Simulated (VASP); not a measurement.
Li3F2, 5 atoms in the cell. It takes space group C2 (No. 5, monoclinic). Conventional cell: a = 5.906 Å, b = 5.906 Å, c = 4.594 Å, α = 90.00°, β = 129.99°, γ = 90.00°. Within 2.3 Å of Li (site symmetry 2) lie 2 F at 1.72 Å and 2 Li at 1.72 Å. Li (site symmetry 1) has 2 F at 1.72 to 1.82 Å and 2 Li at 1.72 to 1.82 Å within 2.3 Å. F (site symmetry 1) has 3 Li at 1.72 to 1.82 Å and 1 F at 1.82 Å within 2.3 Å. The cell was generated, and may not be a known phase.

| Quantity | Value |
| --- | --- |
| Program | VASP 6.6.1 |
| Task | relaxation of cell and atoms |
| Functional | PBE |
| Potentials or basis | VASP PAW PBE potentials, release 64 (Li_sv, F) |
| Cutoff | 600 eV |
| k mesh | 6 × 6 × 6 |
| Occupations | gaussian, width 0.1 eV |
| Spin | no spin polarisation |
| Dipole correction | no |
| Further INCAR settings | ALGO = Normal; EDIFF = 1e-06; IBRION = 2; EDIFFG = -0.04; NSW = 90; ISIF = 3 |

Potentials or basis: VASP PAW PBE potentials, release 64 (Li_sv, F).

Launch:

```console
$ cat potpaw_PBE.64/Li_sv/POTCAR potpaw_PBE.64/F/POTCAR > POTCAR
$ mpirun -np 1 vasp_std > vasp.out
```

Hardware: 1 thread of Intel(R) Xeon(R) 6975P-C (Granite Rapids), on a shared host.

Problem. Estimate the wall time of this run.

Solution. Wall time 16 min on 1 thread of Intel(R) Xeon(R) 6975P-C (Granite Rapids), on a shared host, peak memory 0.24 GiB. Counts: scf iterations 346, k points 68, ion steps 46.
